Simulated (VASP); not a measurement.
Here is a VASP 6.6.1 calculation.

Contents of INCAR:

```
SYSTEM = HfC
PREC     = Accurate       ! precision mode
ENCUT    = 600            ! plane-wave cutoff, eV
EDIFF    = 1E-6           ! SCF threshold, eV
ISMEAR   = -1             ! smearing method
SIGMA    = 0.05           ! smearing width, eV
LREAL    = .False.        ! projectors in reciprocal space
LASPH    = .True.         ! aspherical terms in the spheres
NELM     = 80             ! most SCF steps
ALGO     = Normal         ! electronic algorithm
ISIF     = 3              ! what is computed and relaxed
LWAVE    = .False.        ! write WAVECAR
LCHARG   = .False.        ! write CHGCAR
GGA      = RP             ! functional
IBRION   = 2              ! ionic algorithm
NSW      = 60             ! ionic steps
EDIFFG   = -0.01          ! ionic threshold
```

The input KPOINTS:

```
Automatic mesh
0
Gamma
  10 10 10
  0 0 0
```

POSCAR

```
HfC
1.0
    0.0000000000      2.3250000000      2.3250000000
    2.3250000000      0.0000000000      2.3250000000
    2.3250000000      2.3250000000      0.0000000000
Hf C
1 1
Direct
    0.5000000000      0.5000000000      0.5000000000
    0.0000000000      0.0000000000      0.0000000000
```

Potentials or basis: VASP PAW PBE potentials, release 64 (Hf_pv, C).

The run is started by

```console
$ cat potpaw_PBE.64/Hf_pv/POTCAR potpaw_PBE.64/C/POTCAR > POTCAR
$ mpirun -np 1 vasp_std > vasp.out
```

(1) Estimate the space group after relaxing (to 0.05 Å).

(2) What does it give for the band gap on the k mesh?

(3) What does it give for the relaxed cell?

(4) Estimate the relaxed volume.

## Answers

(1) Fm-3m (No. 225).

(2) zero (band 7 reaches 6.94 eV, above the bottom of band 8 at 5.54 eV).

(3) a = 3.304 Å, b = 3.304 Å, c = 3.304 Å, α = 60.00°, β = 60.00°, γ = 60.00°.

(4) 12.75 Å³/atom.

Caveat: the PAW data sets were made with another functional, which shifts forces and pressure a little; spin-orbit coupling is left out, which moves the levels of the heavy elements.
